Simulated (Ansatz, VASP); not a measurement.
MgTe5 in VASP and in Ansatz

```
Mg Te
1.0
     0.00000    4.52847    4.52847
     4.52847    0.00000    4.52847
     4.52847    4.52847    0.00000
Mg Te
1 5
Direct
  0.50000 0.50000 0.50000
  0.12492 0.62524 0.12492
  0.12492 0.12492 0.12492
  0.62524 0.12492 0.12492
  0.12492 0.12492 0.62524
  0.75000 0.75000 0.75000
```

Alike in both runs: task relaxation of cell and atoms; functional PBE; k mesh 8 × 8 × 8; occupations gaussian, width 0.1 eV; no spin polarisation.

|  | VASP | Ansatz |
| --- | --- | --- |
| version | VASP 6.6.1 | Ansatz 0.2.0 |
| potentials or method | VASP PAW PBE potentials, release 64 (Mg, Te), cutoff 600 eV | scalar-relativistic, plane waves, PAW |
| valence electrons in the cell | 32 | 90 |

```tsv
	VASP	Ansatz	Ansatz less VASP
gap on the k mesh at the Fermi level, each at its own relaxed structure (eV)	none	none	-
relaxed volume (Å³/atom)	30.39	30.44	+0.050
relaxed cell length with the largest relative difference (Å)	6.365	6.368	+0.0035
```

A gap of «none» marks a metal or a gap that the smearing closes. VASP's potentials hold 32 valence electrons a cell and Ansatz's 90, so a difference there can come from the potentials and not from the codes.

Spin-orbit coupling is off throughout.
